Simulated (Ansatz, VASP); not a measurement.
**Ge2Sb2Te5: VASP beside Ansatz**

```xyz
9
Lattice="4.5307 0.0000 0.0000 -2.2653 3.9237 0.0000 0.0000 0.0000 16.0200" Properties=species:S:1:pos:R:3 pbc="T T T"
Ge    0.0000    0.0000    5.3102
Ge    0.0000    0.0000   10.7098
Sb    0.0000    2.6158    1.7967
Sb    2.2653    1.3079   14.2233
Te    0.0000    0.0000    0.0000
Te    0.0000    2.6158   12.6776
Te    2.2653    1.3079    3.3424
Te    0.0000    2.6158    6.5642
Te    2.2653    1.3079    9.4558
```

Alike in both runs: task single point; functional PBE; k mesh 12 × 12 × 2; occupations gaussian, width 0.03 eV; no spin polarisation.

|  | VASP | Ansatz |
| --- | --- | --- |
| version | VASP 6.6.1 | Ansatz 0.2.0 |
| potentials or method | VASP PAW PBE potentials, release 64 (Ge_d, Sb, Te), cutoff 520 eV | scalar-relativistic, plane waves, PAW |
| valence electrons in the cell | 68 | 138 |

Ansatz gave:

| Item | Value |
| --- | --- |
| gap on the k mesh at the Fermi level (eV) | none |
| pressure (GPa) | -0.5 |
| traceless stress, the component that is largest in VASP (GPa) | 3.11 |
| rms of the force components (eV/Å) | 0.101 |

Task: Which values does VASP return?

Result: gap on the k mesh at the Fermi level (eV): none; pressure (GPa): -0.5; traceless stress, the component that is largest in VASP (GPa): 3.09; rms of the force components (eV/Å): 0.103.

Atom by atom the forces differ by 0.004 eV/Å (rms over components). A gap of «none» marks a metal or a gap that the smearing closes. The functional is the same, so the differences come from potentials, cutoffs and numerics. VASP's potentials hold 68 valence electrons a cell and Ansatz's 138, so a difference there can come from the potentials and not from the codes.

Spin-orbit coupling is off throughout.
